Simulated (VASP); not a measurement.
# Ir in VASP: further runs, part 2 of 2

VASP 6.6.1.

## 4. Electric field gradients, PBE (x and y stretched by -1.5 %, z held)

INCAR reads:

```
  PREC = Accurate
  ENCUT = 400
  EDIFF = 1E-8
  ISMEAR = -1
  SIGMA = 0.05
  LREAL = F
  LASPH = T
  NELM = 120
  ALGO = Normal
  ISIF = 2
  LWAVE = F
  LCHARG = F
  GGA = PE
  LEFG = T
  NBANDS = 10
  GGA_COMPAT = F
```

KPOINTS reads:

```
regular mesh
0
Gamma
  18 18 18
```

POSCAR reads:

```
Ir
1.0
    0.0000000000      1.8909045000      1.9197000000
    1.8909045000      0.0000000000      1.9197000000
    1.8909045000      1.8909045000      0.0000000000
Ir
1
Direct
    0.0000000000      0.0000000000      0.0000000000
```

Potentials or basis: VASP PAW PBE potentials, release 64 (Ir).

Started as:

```console
$ cat potpaw_PBE.64/Ir/POTCAR > POTCAR
$ mpirun -np 1 vasp_std > vasp.out
```

OUTCAR:

```text
PREC = Accurate
   ENCUT = 400
   EDIFF = 1E-8
   ISMEAR = -1
   LREAL = F
   LASPH = T
   NELM = 120
   ISIF = 2
   GGA = PE

 ion  position               nearest neighbor table
   1  0.000  0.000  0.000-

  LATTYP: Found a body centered tetragonal cell.
 ALAT       =     2.6741427891
 C/A-ratio  =     1.4357498095

  Lattice vectors:

 A1 = (  -1.8909045000,   0.0000000000,   1.9197000000)
 A2 = (   1.8909045000,   0.0000000000,   1.9197000000)
 A3 = (   0.0000000000,   1.8909045000,  -1.9197000000)

[... 516 lines left out ...]
    total drift:                                0.000000     -0.000000     -0.000000

  FREE ENERGIE OF THE ION-ELECTRON SYSTEM (eV)
  ---------------------------------------------------
  free  energy   TOTEN  =        -8.7994732401 eV

  energy  without entropy=       -8.7916327964  energy(sigma->0) =       -8.79555302

 Electric field gradients (V/A^2)
---------------------------------------------------------------------
 ion       V_xx      V_yy      V_zz      V_xy      V_xz      V_yz
---------------------------------------------------------------------
   1      -6.188    -6.188    12.377     0.000     0.000     0.000
---------------------------------------------------------------------

 Electric field gradients after diagonalization (V/A^2)
 (convention: |V_zz| > |V_xx| > |V_yy|)
----------------------------------------------------------------------
 ion       V_xx      V_yy      V_zz     asymmetry (V_yy - V_xx)/ V_zz
----------------------------------------------------------------------
   1      -6.188    -6.188    12.377       0.000
----------------------------------------------------------------------

           NMR quadrupolar parameters

 Cq : quadrupolar parameter    Cq=e*Q*V_zz/h
 eta: asymmetry parameters     (V_yy - V_xx)/ V_zz
 Q  : nuclear electric quadrupole moment in mb (millibarn)
----------------------------------------------------------------------
 ion       Cq(MHz)       eta       Q (mb)
----------------------------------------------------------------------
   1       0.030       0.000       1.000
----------------------------------------------------------------------
```

OSZICAR:

```text
N       E                     dE             d eps       ncg     rms          rms(c)
DAV:   1     0.386997978042E+02    0.38700E+02   -0.37300E+03 10096   0.655E+02
DAV:   2    -0.863926935636E+01   -0.47339E+02   -0.44479E+02  9920   0.177E+02
DAV:   3    -0.933148801911E+01   -0.69222E+00   -0.69006E+00 11096   0.257E+01
DAV:   4    -0.933758111234E+01   -0.60931E-02   -0.60921E-02 11008   0.229E+00
DAV:   5    -0.933769644358E+01   -0.11533E-03   -0.11533E-03 11052   0.295E-01    0.165E+01
DAV:   6    -0.889719461712E+01    0.44050E+00   -0.71117E-01 10744   0.103E+01    0.701E+00
DAV:   7    -0.880578156666E+01    0.91413E-01   -0.26018E-01 11438   0.577E+00    0.147E+00
DAV:   8    -0.880168559007E+01    0.40960E-02   -0.24096E-03 10346   0.550E-01    0.830E-01
DAV:   9    -0.879946715214E+01    0.22184E-02   -0.16195E-03 10902   0.554E-01    0.185E-02
DAV:  10    -0.879947328069E+01   -0.61285E-05   -0.10445E-05 13286   0.294E-02    0.224E-02
DAV:  11    -0.879947330233E+01   -0.21639E-07   -0.57976E-07 10806   0.916E-03    0.650E-04
DAV:  12    -0.879947322368E+01    0.78652E-07   -0.11509E-08  9782   0.105E-03    0.560E-04
DAV:  13    -0.879947323538E+01   -0.11697E-07   -0.17063E-09  5558   0.258E-04    0.324E-05
DAV:  14    -0.879947324013E+01   -0.47557E-08   -0.69717E-11  5062   0.107E-04
   1 F= -.87994732E+01 E0= -.87955530E+01  d E =-.784044E-02
```

It took 79 s on 1 thread of Intel Xeon 8259CL, shared host; peak memory 0.16 GiB.

What came out:

```yaml
Free_energy: -8.7995 eV
Pressure: 22.7 GPa
```

Levels at points of the mesh, in eV from the Fermi level:
```tsv
k point	band 2	band 3	band 4	band 5	band 6	band 7
(0.00, 0.00, 0.00)	-4.24	-4.03	-4.03	-1.42	-1.15	14.23
(0.50, 0.00, 0.00)	-4.33	-4.11	-0.87	0.86	0.97	7.55
(0.50, 0.50, 0.00)	-7.70	0.90	1.44	1.52	1.52	10.62
(0.50, 0.00, 0.50)	-7.72	0.87	1.43	1.64	1.77	11.05
```

Electric field gradients, principal values (V/Å²):
| atom | least | middle | greatest (by size) |
| --- | --- | --- | --- |
| 1 Ir | -6.188 | -6.188 | 12.377 |

Caveat: the cell differs from its parent crystal (x and y stretched by -1.5 %, z held); without QUAD_EFG the Cq values of the log hold for a quadrupole moment of 1 mb, not for the nuclei; spin-orbit coupling is left out, which moves the levels of the heavy elements.

## 5. Electric field gradients, PBE (z stretched by +1 % at fixed volume)

INCAR reads:

```
PREC = Accurate
ENCUT = 400
EDIFF = 1E-8
ISMEAR = -1
SIGMA = 0.05
LREAL = F
LASPH = T
NELM = 120
ALGO = Normal
ISIF = 2
LWAVE = F
LCHARG = F
GGA = PE
LEFG = T
NBANDS = 10
GGA_COMPAT = F
```

KPOINTS is that of step 4.

POSCAR reads:

```
Ir
1.0
    0.0000000000      1.9101728940      1.9388970000
    1.9101728940      0.0000000000      1.9388970000
    1.9101728940      1.9101728940      0.0000000000
Ir
1
Direct
    0.0000000000      0.0000000000      0.0000000000
```

Potentials or basis: VASP PAW PBE potentials, release 64 (Ir).

Started as:

```console
$ cat potpaw_PBE.64/Ir/POTCAR > POTCAR
$ mpirun -np 1 vasp_std > vasp.out
```

OUTCAR:

```text
PREC = Accurate
   ENCUT = 400
   EDIFF = 1E-8
   ISMEAR = -1
   LREAL = F
   LASPH = T
   NELM = 120
   ISIF = 2
   GGA = PE

 ion  position               nearest neighbor table
   1  0.000  0.000  0.000-

  LATTYP: Found a body centered tetragonal cell.
 ALAT       =     2.7013924132
 C/A-ratio  =     1.4354797108

  Lattice vectors:

 A1 = (  -1.9101728940,   0.0000000000,   1.9388970000)
 A2 = (   1.9101728940,   0.0000000000,   1.9388970000)
 A3 = (   0.0000000000,   1.9101728940,  -1.9388970000)

Analysis of symmetry for initial positions (statically):
=====================================================================
 Subroutine PRICEL returns:
 Original cell was already a primitive cell.

 Routine SETGRP: Setting up the symmetry group for a
 body centered tetragonal supercell.

 Subroutine GETGRP returns: Found 16 space group operations
 (whereof 16 operations were pure point group operations)
 out of a pool of 16 trial point group operations.

The static configuration has the point symmetry D_4h.

Analysis of symmetry for dynamics (positions and initial velocities):
=====================================================================
 Subroutine PRICEL returns:
 Original cell was already a primitive cell.

 Routine SETGRP: Setting up the symmetry group for a
 body centered tetragonal supercell.

 Subroutine GETGRP returns: Found 16 space group operations
 (whereof 16 operations were pure point group operations)
 out of a pool of 16 trial point group operations.

The dynamic configuration has the point symmetry D_4h.

 Subroutine INISYM returns: Found 16 space group operations
 (whereof 16 operations are pure point group operations),
 and found     1 'primitive' translations

----------------------------------------------------------------------------------------

                                     Primitive cell

  volume of cell :      14.1491

  direct lattice vectors                    reciprocal lattice vectors
     0.000000000  1.910172894  1.938897000    -0.261756410  0.261756410  0.257878577
     1.910172894  0.000000000  1.938897000     0.261756410 -0.261756410  0.257878577
     1.910172894  1.910172894  0.000000000     0.261756410  0.261756410 -0.257878577

  length of vectors
     2.721779209  2.721779209  2.701392413     0.451147645  0.451147645  0.451147645

  position of ions in fractional coordinates (direct lattice)
     0.000000000  0.000000000  0.000000000

  ion indices of the primitive-cell ions
   primitive index   ion index
                 1           1

----------------------------------------------------------------------------------------

 KPOINTS: regular mesh

Automatic generation of k-mesh.
 Grid dimensions read from file:
 generate k-points for:   18   18   18

 Generating k-lattice:

  Cartesian coordinates                     Fractional coordinates (reciprocal lattice)
    -0.014542023  0.014542023  0.014326588     0.055555556  0.000000000  0.000000000
[... 71 lines left out ...]
   NUPDOWN=      -1.0000    fix difference up-down
   EMIN   =  10.00;   EMAX   =-10.00  energy-range for DOS
   EFERMI =   0.00;   METHOD = LEGACY
   ISMEAR =    -1;   SIGMA  =   0.05  broadening in eV -4-tet -1-fermi 0-gaus
   EFERMI_NEDOS =   21; number of points for ismear=-14 and -15
   IALGO  =     38    algorithm
   IMIX   =      4    mixing-type and parameters
     AMIX     =   0.40;   BMIX     =  1.00
     AMIX_MAG =   1.60;   BMIX_MAG =  1.00
  volume/ion in A,a.u.               =      14.15        95.48
  Fermi-wavevector in a.u.,A,eV,Ry     =   1.407923  2.660589 26.970118  1.982248
  Thomas-Fermi vector in A             =   2.530133
   LORBIT       =      0    0 simple, 1 ext, 2 COOP (PROOUT), +10 PAW based schemes
   GGA     = PE    functional components
   LHFCALC =     F    Hartree Fock is set to
   AEXX    =    0.0000 exact exchange contribution
   IVDW    =     0    specifies the selected vdW correction
   LEPSILON=     F    determine dielectric tensor
   LRPA    =     F    only Hartree local field effects (RPA)
 non-spin polarized calculation
  energy-cutoff  :      400.00
  volume of cell :       14.15
 maximum number of plane-waves:       270
 NGX is ok and might be reduce to    18
   NGX =  9   NGY =  9   NGZ =  9

 number of electron       8.9999998 magnetization

 Free energy of the ion-electron system (eV)
  ---------------------------------------------------
  ext. energy  EPLUGINS =         0.00000000
  ---------------------------------------------------
  free energy    TOTEN  =        -8.84171505 eV

  energy without entropy =       -8.83346209  energy(sigma->0) =       -8.83758857

 E-fermi :  10.4357     XC(G=0): -13.9875

 val. band max:       10.4328098087   @ k =  -0.2778   0.2222   0.1111
 cond. band min:      10.4363837348   @ k =  -0.3333   0.0556   0.1667
 fundamental gap:      0.0035739261
 Fermi energy:        10.4356928916

 k-point     1 :       0.0000    0.0000    0.0000
  band No.  band energies     occupation
      1      -0.7138      2.00000
      2       6.3908      2.00000
      3       6.5871      2.00000
      4       6.5871      2.00000
      5       9.0757      2.00000
      6       9.3386      2.00000
      7      24.7328      0.00000
      8      30.0009      0.00000
      9      30.4749      0.00000
     10      30.4749      0.00000
[... 287 lines left out ...]
 k-point    24 :      -0.2222    0.0556    0.0000
  band No.  band energies     occupation
      1       1.5088      2.00000
      2       5.8562      2.00000
      3       6.8885      2.00000
      4       7.1569      2.00000
      5       8.9684      2.00000
      6       9.7399      2.00000
      7      24.5328      0.00000
      8      27.3546      0.00000
      9      32.2797      0.00000
     10      33.8426      0.00000

 [... further k-points ...]

------------------------ aborting loop because EDIFF is reached ----------------------------------------

  FORCE on cell =-STRESS in cart. coord.  units (eV):
  Direction    XX          YY          ZZ          XY          YZ          ZX
  --------------------------------------------------------------------------------------
  -------------------------------------------------------------------------------------
  Total        1.0353835      1.0353835      0.5138098      0.0000000      0.0000000      0.0000000
  in kB      117.2415964    117.2415964     58.1812218      0.0000000      0.0000000      0.0000000
  external PRESSURE =      97.5548048 kB  Pullay stress =       0.0000000 kB

 VOLUME and BASIS-vectors are now :
 -----------------------------------------------------------------------------
  energy-cutoff  :      400.00
  volume of cell :       14.15
      direct lattice vectors                 reciprocal lattice vectors
     0.000000000  1.910172894  1.938897000    -0.261756410  0.261756410  0.257878577
     1.910172894  0.000000000  1.938897000     0.261756410 -0.261756410  0.257878577
     1.910172894  1.910172894  0.000000000     0.261756410  0.261756410 -0.257878577

 POSITION                                       TOTAL-FORCE (eV/Angst)
 -----------------------------------------------------------------------------------
      0.00000      0.00000      0.00000         0.000000     -0.000000      0.000000
 -----------------------------------------------------------------------------------
    total drift:                               -0.000000      0.000000      0.000000

  FREE ENERGIE OF THE ION-ELECTRON SYSTEM (eV)
  ---------------------------------------------------
  free  energy   TOTEN  =        -8.8417150451 eV

  energy  without entropy=       -8.8334620897  energy(sigma->0) =       -8.83758857

 Electric field gradients (V/A^2)
---------------------------------------------------------------------
 ion       V_xx      V_yy      V_zz      V_xy      V_xz      V_yz
---------------------------------------------------------------------
   1      -5.839    -5.839    11.677     0.000     0.000     0.000
---------------------------------------------------------------------

 Electric field gradients after diagonalization (V/A^2)
 (convention: |V_zz| > |V_xx| > |V_yy|)
----------------------------------------------------------------------
 ion       V_xx      V_yy      V_zz     asymmetry (V_yy - V_xx)/ V_zz
----------------------------------------------------------------------
   1      -5.839    -5.838    11.677       0.000
----------------------------------------------------------------------

           NMR quadrupolar parameters

 Cq : quadrupolar parameter    Cq=e*Q*V_zz/h
 eta: asymmetry parameters     (V_yy - V_xx)/ V_zz
 Q  : nuclear electric quadrupole moment in mb (millibarn)
----------------------------------------------------------------------
 ion       Cq(MHz)       eta       Q (mb)
----------------------------------------------------------------------
   1       0.028       0.000       1.000
----------------------------------------------------------------------
```

stdout:

```text
POSCAR found type information on POSCAR Ir
 POSCAR found :  1 types and       1 ions
 scaLAPACK will be used
 LDA part: xc-table for (Slater+PW92), standard interpolation
 POSCAR, INCAR and KPOINTS ok, starting setup
 FFT: planning ... GRIDC
 FFT: planning ... GRID_SOFT
 FFT: planning ... GRID
 WAVECAR not read
 entering main loop
ion   1
```

It took 74 s on 1 thread of Intel Xeon 8259CL, shared host; peak memory 0.16 GiB.

What came out:

- Free energy: -8.8417 eV
- Pressure: 9.8 GPa

Electric field gradients, principal values (V/Å²):
| atom | least | middle | greatest (by size) |
| --- | --- | --- | --- |
| 1 Ir | -5.838 | -5.839 | 11.677 |

Caveat: without QUAD_EFG the Cq values of the log hold for a quadrupole moment of 1 mb, not for the nuclei; spin-orbit coupling is left out, which moves the levels of the heavy elements.

## 6. Electric field gradients, PBE (z stretched by +1 % at fixed volume)

INCAR reads:

```
SYSTEM = Ir
ALGO = Normal
EDIFF = 1E-8
ENCUT = 400
GGA = PE
GGA_COMPAT = .False.
ISIF = 2
ISMEAR = -1
LASPH = .True.
LCHARG = .False.
LEFG = .True.
LREAL = .False.
LWAVE = .False.
NBANDS = 10
NELM = 120
PREC = Accurate
SIGMA = 0.05
```

KPOINTS reads:

```
k-points
0
Gamma
  18 18 18
  0 0 0
```

POSCAR is that of step 5.

Potentials or basis: VASP PAW PBE potentials, release 64 (Ir).

Started as:

```console
$ cat potpaw_PBE.64/Ir/POTCAR > POTCAR
$ mpirun -np 1 vasp_std > vasp.out
```

OUTCAR:

```text
SYSTEM = Ir
   EDIFF = 1E-8
   ENCUT = 400
   GGA = PE
   ISIF = 2
   ISMEAR = -1
   LASPH = .True.
   LREAL = .False.
   NELM = 120
   PREC = Accurate

 ion  position               nearest neighbor table
   1  0.000  0.000  0.000-

  LATTYP: Found a body centered tetragonal cell.
 ALAT       =     2.7013924132
 C/A-ratio  =     1.4354797108

  Lattice vectors:

 A1 = (  -1.9101728940,   0.0000000000,   1.9388970000)
 A2 = (   1.9101728940,   0.0000000000,   1.9388970000)
 A3 = (   0.0000000000,   1.9101728940,  -1.9388970000)

Analysis of symmetry for initial positions (statically):
[... 516 lines left out ...]

  FREE ENERGIE OF THE ION-ELECTRON SYSTEM (eV)
  ---------------------------------------------------
  free  energy   TOTEN  =        -8.8417150451 eV

  energy  without entropy=       -8.8334620897  energy(sigma->0) =       -8.83758857

 Electric field gradients (V/A^2)
---------------------------------------------------------------------
 ion       V_xx      V_yy      V_zz      V_xy      V_xz      V_yz
---------------------------------------------------------------------
   1      -5.839    -5.839    11.677     0.000     0.000     0.000
---------------------------------------------------------------------

 Electric field gradients after diagonalization (V/A^2)
 (convention: |V_zz| > |V_xx| > |V_yy|)
----------------------------------------------------------------------
 ion       V_xx      V_yy      V_zz     asymmetry (V_yy - V_xx)/ V_zz
----------------------------------------------------------------------
   1      -5.839    -5.838    11.677       0.000
----------------------------------------------------------------------

           NMR quadrupolar parameters

 Cq : quadrupolar parameter    Cq=e*Q*V_zz/h
 eta: asymmetry parameters     (V_yy - V_xx)/ V_zz
 Q  : nuclear electric quadrupole moment in mb (millibarn)
----------------------------------------------------------------------
 ion       Cq(MHz)       eta       Q (mb)
----------------------------------------------------------------------
   1       0.028       0.000       1.000
----------------------------------------------------------------------
```

Wall time 69 s (1 thread of Intel Xeon 8259CL, shared host); peak memory 0.16 GiB.

Results:

```
Free energy : -8.8417 eV
Pressure    : 9.8 GPa
```

Levels at points of the mesh, in eV from the Fermi level:
```csv
k point,band 2,band 3,band 4,band 5,band 6,band 7
"(0.00, 0.00, 0.00)",-4.04,-3.85,-3.85,-1.36,-1.10,14.30
"(0.50, 0.00, 0.00)",-4.12,-3.92,-0.79,0.81,0.92,7.24
"(0.50, 0.50, 0.00)",-7.36,0.85,1.43,1.43,1.46,10.21
"(0.50, 0.00, 0.50)",-7.37,0.82,1.35,1.55,1.77,10.62
```

Electric field gradients, principal values (V/Å²):
| atom | least | middle | greatest (by size) |
| --- | --- | --- | --- |
| 1 Ir | -5.838 | -5.839 | 11.677 |

Caveat: without QUAD_EFG the Cq values of the log hold for a quadrupole moment of 1 mb, not for the nuclei; spin-orbit coupling is left out, which moves the levels of the heavy elements.

## 7. Overview

| level | potentials or basis | cell | cutoff (eV) | second run | gap on the mesh (eV) | pressure (GPa) |
| --- | --- | --- | --- | --- | --- | --- |
| LDA | VASP PAW LDA potentials, release 64 (Ir) | a = 2.715 Å, angles 60.0°, 1 atom | 520 | - | none | -6.2 |
| LDA | VASP PAW LDA potentials, release 64 (Ir_sv_GW) | a = 2.715 Å, angles 60.0°, 1 atom | 420 | valence_matched | none | -9.2 |
| PBE | VASP PAW PBE potentials, release 64 (Ir) | a = 2.695, b = 2.695, c = 2.674 Å, angles 60.3, 60.3, 59.5°, 1 atom | 400 | - | none | 22.7 |
| PBE | VASP PAW PBE potentials, release 64 (Ir) | a = 2.722, b = 2.722, c = 2.701 Å, angles 60.2, 60.2, 59.5°, 1 atom | 400 | - | none | 9.8 |

Alike in all rows: task electric field gradients; no spin polarisation; k mesh 18 × 18 × 18; smearing fermi-dirac 0.05 eV.

Caveats: spin-orbit coupling is left out, which moves the levels of the heavy elements.

Absolute energies hang on the potentials; compare differences alone.
